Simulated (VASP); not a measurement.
Wanted: the native input for a VASP 6.6.1 run.

```
Task                   : relaxation of cell and atoms
Functional             : PBE
Potentials or basis    : VASP PAW PBE potentials, release 64 (Mg)
Cutoff                 : 600 eV
k mesh                 : 9 × 9 × 4
Occupations            : gaussian, width 0.1 eV
Spin                   : no spin polarisation
Target pressure        : 8.05 GPa
Dipole correction      : no
Further INCAR settings : ALGO = Normal; EDIFF = 1e-07; IBRION = 2; EDIFFG = -0.05; NSW = 80; ISIF = 3
```

The structure of Mg lies in POSCAR:

```
Mg
1.0
    3.0234500193      0.0000000000      0.0000000000
   -1.5117250096      2.6183845238      0.0000000000
    0.0000000000      0.0000000000      4.9360364015
Mg
2
Direct
    0.3333333333      0.6666666667      0.2500000000
    0.6666666667      0.3333333333      0.7500000000
```

The input as run:

INCAR

```
PREC     = Accurate       # precision mode
ENCUT    = 600            # plane-wave cutoff, eV
EDIFF    = 1E-7           # SCF threshold, eV
ISMEAR   = 0              # smearing method
SIGMA    = 0.1            # smearing width, eV
LREAL    = F              # projectors in reciprocal space
LASPH    = T              # aspherical terms in the spheres
NELM     = 80             # most SCF steps
ALGO     = Normal         # electronic algorithm
ISIF     = 3              # what is computed and relaxed
LWAVE    = F              # write WAVECAR
LCHARG   = F              # write CHGCAR
GGA      = PE             # functional
IBRION   = 2              # ionic algorithm
NSW      = 80             # ionic steps
EDIFFG   = -0.05          # ionic threshold
PSTRESS  = 80.5
```

KPOINTS

```
regular mesh
0
Gamma
  9 9 4
```

Potentials or basis: VASP PAW PBE potentials, release 64 (Mg).

Run with:

```bash
$ cat potpaw_PBE.64/Mg/POTCAR > POTCAR
$ mpirun -np 1 vasp_std > vasp.out
```

It gave:

The pressure after relaxing is 8.0 GPa. The band gap on the k mesh is zero (band 2 reaches 4.48 eV, above the bottom of band 3 at 2.25 eV).

Caveat: the relaxation stopped at its first step, so nothing moved; the cell is relaxed towards a set pressure, so the enthalpy falls and the energy may rise.

Wall time 6.3 s on 1 thread of Intel(R) Xeon(R) Platinum 8488C (Sapphire Rapids), with other jobs on the host, peak memory 0.15 GiB.
